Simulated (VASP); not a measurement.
# Ru2F (Fm-3m) in VASP: notebook

Runs on Ru2F. Level: PBE. Tasks: single point, relaxation of cell and atoms.

All numbers are computed with VASP 6.6.1; they aren't measurements. Logs are shortened: lines on timing, memory, paths and dates and some standing lists are left out, and cuts for length are marked.

## 1. The cell of the first run

The structure is cubic, space group Fm-3m (No. 225). Conventional cell: a = 5.289 Å, b = 5.289 Å, c = 5.289 Å, α = 90.00°, β = 90.00°, γ = 90.00°. Ru (site symmetry -43m) has 4 F at 2.29 Å and 6 Ru at 2.64 Å within 3.0 Å. Within 3.0 Å of F (site symmetry m-3m) lie 8 Ru at 2.29 Å.

The cell was generated, and may not be a known phase.

## 2. Single point, PBE, collinear spin, antiferromagnetic start

File INCAR:

```
SYSTEM = Ru2F
ALGO = Normal
EDIFF = 1E-7
ENCUT = 520
GGA = PE
ISIF = 2
ISMEAR = 0
ISPIN = 2
LASPH = .TRUE.
LCHARG = .FALSE.
LMAXMIX = 4
LORBIT = 11
LREAL = .FALSE.
LWAVE = .FALSE.
MAGMOM = 1 -1 0
NBANDS = 28
NELM = 150
PREC = Accurate
SIGMA = 0.1
```

File KPOINTS:

```
k-points
0
G
  6 6 6
  0 0 0
```

File POSCAR:

```
Ru2F
1.0
    0.0000000000      2.6447078700      2.6447078700
    2.6447078700      0.0000000000      2.6447078700
    2.6447078700      2.6447078700      0.0000000000
Ru F
2 1
Direct
    0.2500000000      0.2500000000      0.2500000000
    0.7500000000      0.7500000000      0.7500000000
    0.5000000000      0.5000000000      0.5000000000
```

Potentials or basis: VASP PAW PBE potentials, release 64 (Ru_pv, F).

Launch:

```console
> cat potpaw_PBE.64/Ru_pv/POTCAR potpaw_PBE.64/F/POTCAR > POTCAR
> mpirun -np 1 vasp_std > vasp.out
```

OUTCAR:

```text
SYSTEM = Ru2F
   EDIFF = 1E-7
   ENCUT = 520
   GGA = PE
   ISIF = 2
   ISMEAR = 0
   ISPIN = 2
   LASPH = .TRUE.
   LORBIT = 11
   LREAL = .FALSE.
   NELM = 150
   PREC = Accurate

 ion  position               nearest neighbor table
   1  0.250  0.250  0.250-   3 2.29   3 2.29   3 2.29   3 2.29   2 2.64   2 2.64   2 2.64   2 2.64
                             2 2.64   2 2.64
   2  0.750  0.750  0.750-   3 2.29   3 2.29   3 2.29   3 2.29   1 2.64   1 2.64   1 2.64   1 2.64
                             1 2.64   1 2.64
   3  0.500  0.500  0.500-   1 2.29   1 2.29   1 2.29   1 2.29   2 2.29   2 2.29   2 2.29   2 2.29

  LATTYP: Found a face centered cubic cell.
 ALAT       =     5.2894157400

  Lattice vectors:

 A1 = (   0.0000000000,   2.6447078700,   2.6447078700)
 A2 = (   2.6447078700,   0.0000000000,   2.6447078700)
 A3 = (   2.6447078700,   2.6447078700,   0.0000000000)

Analysis of symmetry for initial positions (statically):
=====================================================================
 Subroutine PRICEL returns:
 Original cell was already a primitive cell.

 Routine SETGRP: Setting up the symmetry group for a
 face centered cubic supercell.

 Subroutine GETGRP returns: Found 48 space group operations
 (whereof 48 operations were pure point group operations)
 out of a pool of 48 trial point group operations.

The static configuration has the point symmetry O_h .

Analysis of symmetry for dynamics (positions and initial velocities):
=====================================================================
 Subroutine PRICEL returns:
 Original cell was already a primitive cell.

 Routine SETGRP: Setting up the symmetry group for a
 face centered cubic supercell.

 Subroutine GETGRP returns: Found 48 space group operations
 (whereof 48 operations were pure point group operations)
 out of a pool of 48 trial point group operations.

The dynamic configuration has the point symmetry O_h .

Analysis of structural, dynamic, and magnetic symmetry:
=====================================================================
 Subroutine PRICEL returns:
 Original cell was already a primitive cell.

 Routine SETGRP: Setting up the symmetry group for a
 face centered cubic supercell.

 Subroutine GETGRP returns: Found 48 space group operations
 (whereof 48 operations were pure point group operations)
 out of a pool of 48 trial point group operations.

The overall configuration has the point symmetry O_h .

 Subroutine INISYM returns: Found 48 space group operations
 (whereof 48 operations are pure point group operations),
 and found     1 'primitive' translations

----------------------------------------------------------------------------------------

                                     Primitive cell

  volume of cell :      36.9967

  direct lattice vectors                    reciprocal lattice vectors
     0.000000000  2.644707870  2.644707870    -0.189056797  0.189056797  0.189056797
     2.644707870  0.000000000  2.644707870     0.189056797 -0.189056797  0.189056797
     2.644707870  2.644707870  0.000000000     0.189056797  0.189056797 -0.189056797

  length of vectors
     3.740181738  3.740181738  3.740181738     0.327455979  0.327455979  0.327455979

  position of ions in fractional coordinates (direct lattice)
     0.250000000  0.250000000  0.250000000
     0.750000000  0.750000000  0.750000000
     0.500000000  0.500000000  0.500000000

  ion indices of the primitive-cell ions
   primitive index   ion index
                 1           1
                 2           2
                 3           3

----------------------------------------------------------------------------------------

 KPOINTS: k-points

Automatic generation of k-mesh.
 Grid dimensions read from file:
 generate k-points for:    6    6    6

 Generating k-lattice:

  Cartesian coordinates                     Fractional coordinates (reciprocal lattice)
    -0.031509466  0.031509466  0.031509466     0.166666667  0.000000000  0.000000000
     0.031509466 -0.031509466  0.031509466     0.000000000  0.166666667  0.000000000
     0.031509466  0.031509466 -0.031509466     0.000000000  0.000000000  0.166666667

  Length of vectors
     0.054575996  0.054575996  0.054575996

  Shift w.r.t. Gamma in fractional coordinates (k-lattice)
     0.000000000  0.000000000  0.000000000

 Subroutine IBZKPT returns following result:
 ===========================================

 Found     16 irreducible k-points:

 Following reciprocal coordinates:
            Coordinates               Weight
  0.000000  0.000000  0.000000      1.000000
  0.166667  0.000000  0.000000      8.000000
  0.333333  0.000000  0.000000      8.000000
  0.500000  0.000000  0.000000      4.000000
  0.166667  0.166667  0.000000      6.000000
  0.333333  0.166667  0.000000     24.000000
[... 8 lines left out ...]
 -0.333333  0.333333  0.166667     24.000000
 -0.333333  0.500000  0.166667     12.000000
   k-points           NKPTS =     16   k-points in BZ     NKDIM =     16   number of bands    NBANDS=     28
   number of dos      NEDOS =    301   number of ions     NIONS =      3
   total plane-waves  NPLWV =  21952
   dimension x,y,z NGX =    28 NGY =   28 NGZ =   28
   dimension x,y,z NGXF=    56 NGYF=   56 NGZF=   56
   ions per type =               2   1
   NGX,Y,Z   is equivalent  to a cutoff of  12.45, 12.45, 12.45 a.u.
   NGXF,Y,Z  is equivalent  to a cutoff of  24.89, 24.89, 24.89 a.u.
 SYSTEM =  Ru2F
   PREC   = accura    normal or accurate (medium, high low for compatibility)
   ISTART =      0    job   : 0-new  1-cont  2-samecut
   ICHARG =      2    charge: 1-file 2-atom 10-const
   ISPIN  =      2    spin polarized calculation?
   LNONCOLLINEAR =      F non collinear calculations
   LSORBIT =      F    spin-orbit coupling
   LASPH  =      T    aspherical Exc in radial PAW
   ENCUT  =  520.0 eV  38.22 Ry    6.18 a.u.   6.95  6.95  6.95*2*pi/ulx,y,z
   NELM   =    150;   NELMIN=  2; NELMDL= -5     # of ELM steps
   EDIFF  = 0.1E-06   stopping-criterion for ELM
   LREAL  =      F    real-space projection
   EDIFFG = 0.1E-05   stopping-criterion for IOM
   NSW    =      0    number of steps for IOM
   IBRION =     -1    ionic relax: 0-MD 1-quasi-New 2-CG
   NFREE  =      0    steps in history (QN), initial steepest desc. (CG)
   ISIF   =      2    stress and relaxation
   ISYM   =      2    0-nonsym 1-usesym 2-fastsym
   POTIM  = 0.5000    time-step for ionic-motion
   TEBEG  =    0.0;   TEEND  =   0.0 temperature during run
   PSTRESS=    0.0 pullay stress
   NELECT =      35.0000    total number of electrons
   NUPDOWN=      -1.0000    fix difference up-down
   EMIN   =  10.00;   EMAX   =-10.00  energy-range for DOS
   EFERMI =   0.00;   METHOD = LEGACY
   ISMEAR =     0;   SIGMA  =   0.10  broadening in eV -4-tet -1-fermi 0-gaus
   EFERMI_NEDOS =   21; number of points for ismear=-14 and -15
   IALGO  =     38    algorithm
   IMIX   =      4    mixing-type and parameters
     AMIX     =   0.40;   BMIX     =  1.00
     AMIX_MAG =   1.60;   BMIX_MAG =  1.00
  volume/ion in A,a.u.               =      12.33        83.22
  Fermi-wavevector in a.u.,A,eV,Ry     =   1.607101  3.036980 35.140763  2.582773
  Thomas-Fermi vector in A             =   2.703183
   LORBIT       =     11    0 simple, 1 ext, 2 COOP (PROOUT), +10 PAW based schemes
   GGA     = PE    functional components
   LHFCALC =     F    Hartree Fock is set to
   AEXX    =    0.0000 exact exchange contribution
   IVDW    =     0    specifies the selected vdW correction
   LEPSILON=     F    determine dielectric tensor
   LRPA    =     F    only Hartree local field effects (RPA)
 spin polarized calculation
 Gauss-broadening in eV      SIGMA  =   0.10
  energy-cutoff  :      520.00
  volume of cell :       37.00
 maximum number of plane-waves:      1018
   NGX = 13   NGY = 13   NGZ = 13

 number of electron      35.0000025 magnetization       0.0000000

 number of electron      35.0000025 magnetization      -0.0000000

 Free energy of the ion-electron system (eV)
  ---------------------------------------------------
  ext. energy  EPLUGINS =         0.00000000
  ---------------------------------------------------
  free energy    TOTEN  =       -16.76152339 eV

  energy without entropy =      -16.73906604  energy(sigma->0) =      -16.75029472

 E-fermi :  10.3638     XC(G=0): -13.1316

 val. band max:       10.3401105569   @ k =   0.5000   0.3333   0.1667
 cond. band min:      10.3841373276   @ k =  -0.1667   0.1667   0.0000
 fundamental gap:      0.0440267707
 Fermi energy:        10.3637676481

 spin component 1

 k-point     1 :       0.0000    0.0000    0.0000
  band No.  band energies     occupation
      1     -32.5142      1.00000
      2     -32.5142      1.00000
      3     -32.5142      1.00000
      4     -32.0142      1.00000
      5     -32.0142      1.00000
      6     -32.0142      1.00000
[... 20 lines left out ...]
     27      24.7641      0.00000
[... 442 lines left out ...]
      5     -31.9393      1.00000
      6     -31.9112      1.00000
[... 20 lines left out ...]
     27      24.0530      0.00000
     28      25.6315      0.00000
 Fermi energy:        10.3637676481

 spin component 2

 k-point     1 :       0.0000    0.0000    0.0000
  band No.  band energies     occupation
      1     -32.5142      1.00000
      2     -32.5142      1.00000
      3     -32.5142      1.00000
      4     -32.0142      1.00000
      5     -32.0142      1.00000
      6     -32.0142      1.00000
[... 20 lines left out ...]
     27      24.7641      0.00000
[... 443 lines left out ...]
      6     -31.9112      1.00000
[... 20 lines left out ...]
     27      24.0530      0.00000
     28      25.6315      0.00000

------------------------ aborting loop because EDIFF is reached ----------------------------------------

  FORCE on cell =-STRESS in cart. coord.  units (eV):
  Direction    XX          YY          ZZ          XY          YZ          ZX
  --------------------------------------------------------------------------------------
  -------------------------------------------------------------------------------------
  Total        5.1568489      5.1568489      5.1568489      0.0000000     -0.0000000     -0.0000000
  in kB      223.3221845    223.3221845    223.3221845      0.0000000     -0.0000000     -0.0000000
  external PRESSURE =     223.3221845 kB  Pullay stress =       0.0000000 kB

 VOLUME and BASIS-vectors are now :
 -----------------------------------------------------------------------------
  energy-cutoff  :      520.00
  volume of cell :       37.00
      direct lattice vectors                 reciprocal lattice vectors
     0.000000000  2.644707870  2.644707870    -0.189056797  0.189056797  0.189056797
     2.644707870  0.000000000  2.644707870     0.189056797 -0.189056797  0.189056797
     2.644707870  2.644707870  0.000000000     0.189056797  0.189056797 -0.189056797

 POSITION                                       TOTAL-FORCE (eV/Angst)
 -----------------------------------------------------------------------------------
      1.32235      1.32235      1.32235        -0.000000     -0.000000     -0.000000
      3.96706      3.96706      3.96706         0.000000      0.000000      0.000000
      2.64471      2.64471      2.64471        -0.000000     -0.000000      0.000000
 -----------------------------------------------------------------------------------
    total drift:                                0.000000     -0.000000      0.000000

  FREE ENERGIE OF THE ION-ELECTRON SYSTEM (eV)
  ---------------------------------------------------
  free  energy   TOTEN  =       -16.7615233945 eV

  energy  without entropy=      -16.7390660426  energy(sigma->0) =      -16.75029472

 total charge

# of ion       s       p       d       tot
------------------------------------------
    1        0.307   6.153   6.103  12.563
    2        0.307   6.153   6.103  12.563
    3        1.790   4.273   0.000   6.063
--------------------------------------------------
tot          2.404  16.580  12.206  31.190

 magnetization (x)

# of ion       s       p       d       tot
------------------------------------------
    1        0.000   0.000   0.000   0.000
    2       -0.000  -0.000  -0.000  -0.000
    3        0.000   0.000   0.000   0.000
--------------------------------------------------
tot          0.000   0.000   0.000   0.000
```

Wall time 21 s (1 thread of Intel Xeon 6975P-C (Granite Rapids), shared host); peak memory 0.18 GiB.

Results:

```yaml
Free_energy: -16.7615 eV
Pressure: 22.3 GPa
Net_moment: 0.00 μB per cell
Valence_electrons_inside_the_program's_atomic_spheres: Ru 12.56; F 6.06
```

Caveat: the cell stands under pressure; an empty level that is flat over the whole mesh can mark a ghost state of the potentials, or a narrow d or f band.

## 3. Single point, PBE

This run uses another cell than the first one, of 13.71 Å³/atom.

File INCAR:

```
PREC = Accurate
ENCUT = 520
EDIFF = 1E-7
ISMEAR = 0
SIGMA = 0.1
LREAL = F
LASPH = T
NELM = 100
ALGO = Normal
ISIF = 2
LWAVE = F
LCHARG = F
GGA = PE
NBANDS = 24
```

File KPOINTS:

```
regular mesh
0
Gamma
  14 14 14
```

File POSCAR:

```
Ru2F
1.0
    0.0000000000      2.7399850105      2.7399850105
    2.7399850105      0.0000000000      2.7399850105
    2.7399850105      2.7399850105      0.0000000000
Ru F
2 1
Direct
    0.2500000000      0.2500000000      0.2500000000
    0.7500000000      0.7500000000      0.7500000000
    0.5000000000      0.5000000000      0.5000000000
```

Potentials or basis: VASP PAW PBE potentials, release 64 (Ru_pv, F).

Launch:

```console
> cat potpaw_PBE.64/Ru_pv/POTCAR potpaw_PBE.64/F/POTCAR > POTCAR
> mpirun -np 1 vasp_std > vasp.out
```

It took 54 s on 1 thread of Intel Xeon 6975P-C (Granite Rapids), shared host; peak memory 0.22 GiB.

It converged, with:

| Quantity | Value |
| --- | --- |
| Free energy | -17.0488 eV |
| Pressure | -0.1 GPa |
| Band gap on the k mesh | zero (an odd number of electrons rules out a gap without spin polarisation) |

Levels at points of the mesh, in eV from the Fermi level:
```csv
k point,band 14,band 15,band 16,band 17,band 18,band 19,band 20,band 21,band 22,band 23
"(0.00, 0.00, 0.00)",-1.11,-1.11,-1.11,0.77,0.77,0.77,2.24,2.24,9.11,9.11
"(0.50, 0.00, 0.00)",-1.39,-1.39,-1.08,-1.08,-0.91,0.32,0.32,0.99,2.74,11.43
"(0.50, 0.50, 0.00)",-1.28,-0.68,-0.68,-0.45,-0.45,0.96,2.13,2.45,6.11,7.23
```

## 4. Relaxation of cell and atoms, PBE

This run uses another cell than the first one, of 13.69 Å³/atom.

File INCAR:

```
ALGO = Normal ; EDIFF = 1E-6
EDIFFG = -0.01 ; ENCUT = 600
GGA = PE ; IBRION = 2
ISIF = 3 ; ISMEAR = 0
LASPH = True ; LCHARG = False
LREAL = False ; LWAVE = False
NELM = 60 ; NSW = 100
PREC = Accurate ; SIGMA = 0.1
```

File KPOINTS:

```
k-points
0
Gamma
  14 14 14
```

File POSCAR:

```
Ru2F
1.0
    0.0000000000      2.7383728069      2.7383728069
    2.7383728069      0.0000000000      2.7383728069
    2.7383728069      2.7383728069      0.0000000000
Ru F
2 1
Direct
    0.2500000000      0.2500000000      0.2500000000
    0.7500000000      0.7500000000      0.7500000000
    0.5000000000      0.5000000000      0.5000000000
```

Launch:

```console
> cat potpaw_PBE.64/Ru_pv/POTCAR potpaw_PBE.64/F/POTCAR > POTCAR
> mpirun -np 1 vasp_std > vasp.out
```

It took 48 s on 1 thread of Intel Xeon 6975P-C (Granite Rapids), shared host; peak memory 0.25 GiB.

Results (log left out):

* Free energy: -17.0512 eV
* Relaxed volume: 13.71 Å³/atom
* Relaxed cell: a = 3.875 Å, b = 3.875 Å, c = 3.875 Å, α = 60.00°, β = 60.00°, γ = 60.00°
* Space group after relaxing (to 0.1 Å): Fm-3m (No. 225)
* Ionic steps: 2
* Pressure after relaxing: 0.0 GPa
* Band gap on the k mesh: zero (an odd number of electrons rules out a gap without spin polarisation)

Final structure:
```
CELL_PARAMETERS angstrom
0.00000 2.73980 2.73980
2.73980 0.00000 2.73980
2.73980 2.73980 0.00000
ATOMIC_POSITIONS crystal
Ru 0.25000 0.25000 0.25000
Ru 0.75000 0.75000 0.75000
F 0.50000 0.50000 0.50000
```

Levels at points of the mesh, in eV from the Fermi level:
```csv
k point,band 15,band 16,band 17,band 18,band 19,band 20,band 21
"(0.00, 0.00, 0.00)",-1.11,-1.11,0.77,0.77,0.77,2.24,2.24
"(0.50, 0.00, 0.00)",-1.39,-1.08,-1.08,-0.91,0.32,0.32,0.99
"(0.50, 0.50, 0.00)",-0.68,-0.68,-0.45,-0.45,0.96,2.13,2.46
```

## 5. The runs side by side

| task | spin | cell | k mesh | cutoff (eV) | gap on the mesh (eV) | pressure (GPa) |
| --- | --- | --- | --- | --- | --- | --- |
| single point | collinear, antiferromagnetic start | a = 3.740 Å, angles 60.0°, 3 atoms | 6 × 6 × 6 | 520 | none | 22.3 |
| single point | off | a = 3.875 Å, angles 60.0°, 3 atoms | 14 × 14 × 14 | 520 | none | -0.1 |
| relaxation of cell and atoms | off | relaxed from a = 3.873 Å, angles 60.0°, 3 atoms | 14 × 14 × 14 | 600 | none | 0.0 |

Alike in all rows: level PBE; potentials or basis VASP PAW PBE potentials, release 64 (Ru_pv, F); smearing gaussian 0.1 eV.

Caveats: the cell stands under pressure (at least some runs); an empty level that is flat over the whole mesh can mark a ghost state of the potentials, or a narrow d or f band (at least some runs).

Total energies depend on the potentials used, so only differences within one code and one set of settings carry meaning.

The gap in the log of VASP goes by the Fermi energy; the results here count the filled bands.